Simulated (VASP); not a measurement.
# ZnS (I-4m2) in VASP: single point with HSE06

Aim: the single point of ZnS with HSE06.

Program: VASP 6.6.1. These are calculated values, not measurements. Logs are shortened: lines on timing, memory, paths and dates and some standing lists are left out, and cuts for length are marked.

**1. The cell of the first run**

It takes space group I-4m2 (No. 119, tetragonal). Conventional cell: a = 3.810 Å, b = 3.810 Å, c = 5.131 Å, α = 90.00°, β = 90.00°, γ = 90.00°. Zn (site symmetry -4m2) has 4 S at 2.30 Å within 3.0 Å. Within 3.0 Å of S (site symmetry -4m2) lie 4 Zn at 2.30 Å.

**2. Single point, HSE06 (uniaxial z strain -4.8%)**

File POSCAR:

```
ZnS
1.0
    0.0000000000      2.6940955531      2.5653177856
    2.6940955531      0.0000000000      2.5653177856
    2.6940955531      2.6940955531      0.0000000000
Zn S
1 1
Direct
    0.2500000000      0.2500000000      0.2500000000
    0.0000000000      0.0000000000      0.0000000000
```

File INCAR.step1:

```
SYSTEM = ZnS
PREC = Accurate
ENCUT = 520
EDIFF = 1E-5
ISMEAR = 0
SIGMA = 0.01
LREAL = .FALSE.
LASPH = .TRUE.
NELM = 60
ALGO = Normal
ISIF = 2
LWAVE = .TRUE.
GGA = PE
NBANDS = 16
```

File INCAR.step2:

```
SYSTEM = ZnS
PREC = Accurate
ENCUT = 520
EDIFF = 1E-7
ISMEAR = 0
SIGMA = 0.01
LREAL = .FALSE.
LASPH = .TRUE.
NELM = 60
ALGO = Normal
ISIF = 2
LWAVE = .FALSE.
LCHARG = .TRUE.
GGA = PE
LHFCALC = .TRUE.
HFSCREEN = 0.2079
PRECFOCK = Normal
LELF = .TRUE.
LVHAR = .TRUE.
ISTART = 1
NBANDS = 16
```

File KPOINTS:

```
Automatic mesh
0
G
  6 6 6
  0 0 0
```

Potentials or basis: VASP PAW PBE potentials, release 64 (Zn, S).

Launch:

```sh
$ cat potpaw_PBE.64/Zn/POTCAR potpaw_PBE.64/S/POTCAR > POTCAR
$ cp INCAR.step1 INCAR
$ mpirun -np 1 vasp_std > vasp.out
$ cp INCAR.step2 INCAR
$ mpirun -np 1 vasp_std > vasp.out
```

OUTCAR:

```text
SYSTEM = ZnS
   PREC = Accurate
   ENCUT = 520
   EDIFF = 1E-7
   ISMEAR = 0
   LREAL = .FALSE.
   LASPH = .TRUE.
   NELM = 60
   ISIF = 2
   GGA = PE
   LHFCALC = .TRUE.
   HFSCREEN = 0.2079
   PRECFOCK = Normal
   ISTART = 1

 ion  position               nearest neighbor table
   1  0.250  0.250  0.250-   2 2.30   2 2.30   2 2.30   2 2.30
   2  0.000  0.000  0.000-   1 2.30   1 2.30   1 2.30   1 2.30

  LATTYP: Found a body centered tetragonal cell.
 ALAT       =     3.8100264695
 C/A-ratio  =     1.3466141541

  Lattice vectors:

 A1 = (   0.0000000000,  -2.6940955531,  -2.5653177856)
 A2 = (   0.0000000000,   2.6940955531,  -2.5653177856)
 A3 = (   2.6940955531,   0.0000000000,   2.5653177856)

Analysis of symmetry for initial positions (statically):
=====================================================================
 Subroutine PRICEL returns:
 Original cell was already a primitive cell.

 Routine SETGRP: Setting up the symmetry group for a
 body centered tetragonal supercell.

 Subroutine GETGRP returns: Found  8 space group operations
 (whereof  8 operations were pure point group operations)
 out of a pool of 16 trial point group operations.

The static configuration has the point symmetry D_2d.

Analysis of symmetry for dynamics (positions and initial velocities):
=====================================================================
 Subroutine PRICEL returns:
 Original cell was already a primitive cell.

 Routine SETGRP: Setting up the symmetry group for a
 body centered tetragonal supercell.

 Subroutine GETGRP returns: Found  8 space group operations
 (whereof  8 operations were pure point group operations)
 out of a pool of 16 trial point group operations.

The dynamic configuration has the point symmetry D_2d.

 Subroutine INISYM returns: Found  8 space group operations
 (whereof  8 operations are pure point group operations),
 and found     1 'primitive' translations

----------------------------------------------------------------------------------------

                                     Primitive cell

  volume of cell :      37.2389

  direct lattice vectors                    reciprocal lattice vectors
     0.000000000  2.694095553  2.565317786    -0.185591042  0.185591042  0.194907626
     2.694095553  0.000000000  2.565317786     0.185591042 -0.185591042  0.194907626
     2.694095553  2.694095553  0.000000000     0.185591042  0.185591042 -0.194907626

  length of vectors
     3.720081476  3.720081476  3.810026470     0.326920560  0.326920560  0.326920560

  position of ions in fractional coordinates (direct lattice)
     0.250000000  0.250000000  0.250000000
     0.000000000  0.000000000  0.000000000

  ion indices of the primitive-cell ions
   primitive index   ion index
                 1           1
                 2           2

----------------------------------------------------------------------------------------

 KPOINTS: Automatic mesh

Automatic generation of k-mesh.
 Grid dimensions read from file:
 generate k-points for:    6    6    6

 Generating k-lattice:

  Cartesian coordinates                     Fractional coordinates (reciprocal lattice)
    -0.030931840  0.030931840  0.032484604     0.166666667  0.000000000  0.000000000
     0.030931840 -0.030931840  0.032484604     0.000000000  0.166666667  0.000000000
     0.030931840  0.030931840 -0.032484604    -0.000000000 -0.000000000  0.166666667

  Length of vectors
     0.054486760  0.054486760  0.054486760

  Shift w.r.t. Gamma in fractional coordinates (k-lattice)
     0.000000000  0.000000000  0.000000000

 Subroutine IBZKPT returns following result:
 ===========================================

 Found     30 irreducible k-points:

 Following reciprocal coordinates:
            Coordinates               Weight
  0.000000  0.000000  0.000000      1.000000
  0.166667 -0.000000  0.000000      8.000000
  0.333333 -0.000000  0.000000      8.000000
  0.500000 -0.000000  0.000000      4.000000
  0.166667  0.166667  0.000000      2.000000
  0.333333  0.166667  0.000000      8.000000
[... 16 lines left out ...]
  0.333333  0.000000  0.333333      4.000000
  0.500000 -0.000000  0.333333     16.000000
 [... further k-points ...]
   k-points           NKPTS =     30   k-points in BZ     NKDIM =    216   number of bands    NBANDS=     16
   number of dos      NEDOS =    301   number of ions     NIONS =      2
   total plane-waves  NPLWV =  21952
   dimension x,y,z NGX =    28 NGY =   28 NGZ =   28
   dimension x,y,z NGXF=    56 NGYF=   56 NGZF=   56
   ions per type =               1   1
   NGX,Y,Z   is equivalent  to a cutoff of  12.51, 12.51, 12.22 a.u.
   NGXF,Y,Z  is equivalent  to a cutoff of  25.03, 25.03, 24.43 a.u.
 SYSTEM =  ZnS
   PREC   = accura    normal or accurate (medium, high low for compatibility)
   ISTART =      1    job   : 0-new  1-cont  2-samecut
   ICHARG =      0    charge: 1-file 2-atom 10-const
   ISPIN  =      1    spin polarized calculation?
   LNONCOLLINEAR =      F non collinear calculations
   LSORBIT =      F    spin-orbit coupling
   LASPH  =      T    aspherical Exc in radial PAW
   ENCUT  =  520.0 eV  38.22 Ry    6.18 a.u.   6.92  6.92  7.08*2*pi/ulx,y,z
   NELM   =     60;   NELMIN=  2; NELMDL=  0     # of ELM steps
   EDIFF  = 0.1E-06   stopping-criterion for ELM
   LREAL  =      F    real-space projection
   EDIFFG = 0.1E-05   stopping-criterion for IOM
   NSW    =      0    number of steps for IOM
   IBRION =     -1    ionic relax: 0-MD 1-quasi-New 2-CG
   NFREE  =      0    steps in history (QN), initial steepest desc. (CG)
   ISIF   =      2    stress and relaxation
   ISYM   =      3    0-nonsym 1-usesym 2-fastsym
   POTIM  = 0.5000    time-step for ionic-motion
   TEBEG  =    0.0;   TEEND  =   0.0 temperature during run
   PSTRESS=    0.0 pullay stress
   NELECT =      18.0000    total number of electrons
   NUPDOWN=      -1.0000    fix difference up-down
   EMIN   =  10.00;   EMAX   =-10.00  energy-range for DOS
   EFERMI =   0.00;   METHOD = LEGACY
   ISMEAR =     0;   SIGMA  =   0.01  broadening in eV -4-tet -1-fermi 0-gaus
   EFERMI_NEDOS =   21; number of points for ismear=-14 and -15
   IALGO  =     38    algorithm
   IMIX   =      1    mixing-type and parameters
     AMIX     =   0.40;   BMIX     =  1.00
     AMIX_MAG =   1.60;   BMIX_MAG =  1.00
  volume/ion in A,a.u.               =      18.62       125.65
  Fermi-wavevector in a.u.,A,eV,Ry     =   1.284793  2.427907 22.459055  1.650694
  Thomas-Fermi vector in A             =   2.416966
   LORBIT       =      0    0 simple, 1 ext, 2 COOP (PROOUT), +10 PAW based schemes
   GGA     = PE    functional components
   LHFCALC =     T    Hartree Fock is set to
   PRECFOCK=normal    Normal, Fast or Accurate (Low or Medium for compatibility)
   ENCUT4O =  -1.0   cutoff for four orbital integrals eV
   NKREDX  =     1    reduce k-point grid by
   NKREDY  =     1    reduce k-point grid by
   NKREDZ  =     1    reduce k-point grid by
   AEXX    =    0.2500 exact exchange contribution
   HFSCREEN=    0.2079 screening length (either q_TF or 0.3 A-1)
   HFSCREENC=   0.2079 screening length for correlation (either q_TF or 0.3 A-1)
   ENCUTFOCK=  -1.0 apply spherical cutoff to Coloumb kernel
   IVDW    =     0    specifies the selected vdW correction
   LEPSILON=     F    determine dielectric tensor
   LRPA    =     F    only Hartree local field effects (RPA)
 non-spin polarized calculation
 Gauss-broadening in eV      SIGMA  =   0.01
  energy-cutoff  :      520.00
  volume of cell :       37.24
 maximum number of plane-waves:      1019
  NGX = 24; NGY = 24; NGZ = 24

 number of electron      18.0000001 magnetization

 Free energy of the ion-electron system (eV)
  ---------------------------------------------------
  ext. energy  EPLUGINS =         0.00000000
  ---------------------------------------------------
  free energy    TOTEN  =        -8.31806871 eV

  energy without entropy =       -8.31806871  energy(sigma->0) =       -8.31806871

 E-fermi :   2.1223     XC(G=0):  -8.1891

 val. band max:        2.0390324208   @ k =   0.0000   0.0000   0.0000
 cond. band min:       5.5261869927   @ k =   0.0000   0.0000   0.0000
 fundamental gap:      3.4871545720
 Fermi energy:         2.1223054978

 k-point     1 :       0.0000    0.0000    0.0000
  band No.  band energies     occupation
      1     -12.8275      2.00000
      2      -6.1410      2.00000
      3      -6.1410      2.00000
      4      -6.1168      2.00000
      5      -5.6328      2.00000
      6      -5.6176      2.00000
[... 8 lines left out ...]
     15      15.4813      0.00000
     16      15.7679      0.00000

 k-point     2 :       0.1667   -0.0000    0.0000
  band No.  band energies     occupation
      1     -12.5860      2.00000
      2      -6.1069      2.00000
      3      -6.1053      2.00000
      4      -6.0789      2.00000
      5      -5.6318      2.00000
      6      -5.6226      2.00000
[... 8 lines left out ...]
     15      14.4970      0.00000
     16      16.3541      0.00000

 k-point     3 :       0.3333   -0.0000    0.0000
  band No.  band energies     occupation
      1     -12.0379      2.00000
      2      -6.0486      2.00000
      3      -6.0205      2.00000
      4      -5.8583      2.00000
      5      -5.6162      2.00000
      6      -5.6091      2.00000
[... 8 lines left out ...]
     15      15.1039      0.00000
     16      15.5470      0.00000

 k-point     4 :       0.5000   -0.0000    0.0000
  band No.  band energies     occupation
      1     -11.7209      2.00000
      2      -6.0301      2.00000
      3      -5.9942      2.00000
      4      -5.6083      2.00000
      5      -5.5846      2.00000
      6      -5.3618      2.00000
[... 8 lines left out ...]
     15      16.8713      0.00000
     16      17.3403      0.00000
[... 324 lines left out ...]
 k-point    22 :      -0.3333    0.5000    0.1667
  band No.  band energies     occupation
      1     -11.3129      2.00000
      2      -5.9799      2.00000
      3      -5.8491      2.00000
      4      -5.7438      2.00000
      5      -5.5894      2.00000
      6      -5.1291      2.00000
[... 8 lines left out ...]
     15      17.8097      0.00000
     16      18.7578      0.00000

 k-point    23 :       0.3333    0.0000    0.3333
  band No.  band energies     occupation
      1     -11.8001      2.00000
      2      -6.0787      2.00000
      3      -5.9060      2.00000
      4      -5.8573      2.00000
      5      -5.6315      2.00000
      6      -5.5642      2.00000
[... 8 lines left out ...]
     15      16.6404      0.00000
     16      20.6415      0.00000

 k-point    24 :       0.5000   -0.0000    0.3333
  band No.  band energies     occupation
      1     -11.4807      2.00000
      2      -6.0137      2.00000
      3      -5.8398      2.00000
      4      -5.7805      2.00000
      5      -5.5741      2.00000
      6      -5.3741      2.00000
[... 8 lines left out ...]
     15      17.2715      0.00000
     16      18.9421      0.00000

 [... further k-points ...]
[... 5 lines left out ...]
  --------------------------------------------------------------------------------------
  -------------------------------------------------------------------------------------
  Total        1.2651606      1.2651606      1.6639177      0.0000000      0.0000000      0.0000000
  in kB       54.4326004     54.4326004     71.5888286      0.0000000      0.0000000      0.0000000
  external PRESSURE =      60.1513432 kB  Pullay stress =       0.0000000 kB

 VOLUME and BASIS-vectors are now :
 -----------------------------------------------------------------------------
  energy-cutoff  :      520.00
  volume of cell :       37.24
      direct lattice vectors                 reciprocal lattice vectors
     0.000000000  2.694095553  2.565317786    -0.185591042  0.185591042  0.194907626
     2.694095553  0.000000000  2.565317786     0.185591042 -0.185591042  0.194907626
     2.694095553  2.694095553  0.000000000     0.185591042  0.185591042 -0.194907626

 POSITION                                       TOTAL-FORCE (eV/Angst)
 -----------------------------------------------------------------------------------
      1.34705      1.34705      1.28266        -0.000000     -0.000000     -0.000000
      0.00000      0.00000      0.00000         0.000000      0.000000      0.000000
 -----------------------------------------------------------------------------------
    total drift:                               -0.000004     -0.000004      0.000001

  FREE ENERGIE OF THE ION-ELECTRON SYSTEM (eV)
  ---------------------------------------------------
  free  energy   TOTEN  =        -8.3180687111 eV

  energy  without entropy=       -8.3180687111  energy(sigma->0) =       -8.31806871
```

It took 76 min on 1 thread of Intel Xeon Platinum 8488C (Sapphire Rapids), shared host; peak memory 0.28 GiB.

Results:

```yaml
Free_energy: -8.3181 eV
Pressure: 6.0 GPa
Band_gap_on_the_k_mesh: 3.49 eV
```

Stress tensor (GPa, compression positive):
```
5.44 0.00 0.00
0.00 5.44 0.00
0.00 0.00 7.16
```

Levels at points of the mesh, in eV from the valence-band top:
```tsv
k point	band 5	band 6	band 7	band 8	band 9	band 10	band 11	band 12	band 13	band 14
(0.00, 0.00, 0.00)	-7.67	-7.66	-0.17	-0.17	0.00	3.49	7.55	7.55	7.57	12.73
(0.50, 0.00, 0.00)	-7.62	-7.40	-6.12	-1.26	-0.97	4.52	7.80	8.35	10.34	13.80
(0.50, 0.50, 0.00)	-7.58	-7.30	-5.15	-2.88	-2.88	3.96	4.79	13.31	13.94	13.94
(0.50, 0.00, 0.50)	-7.59	-7.39	-5.49	-2.64	-2.52	4.23	5.31	12.70	13.72	14.13
```

Caveat: the cell differs from its parent crystal (uniaxial z strain -4.8%); the cell stands under pressure; the PAW data sets were made with another functional, which shifts forces and pressure a little.
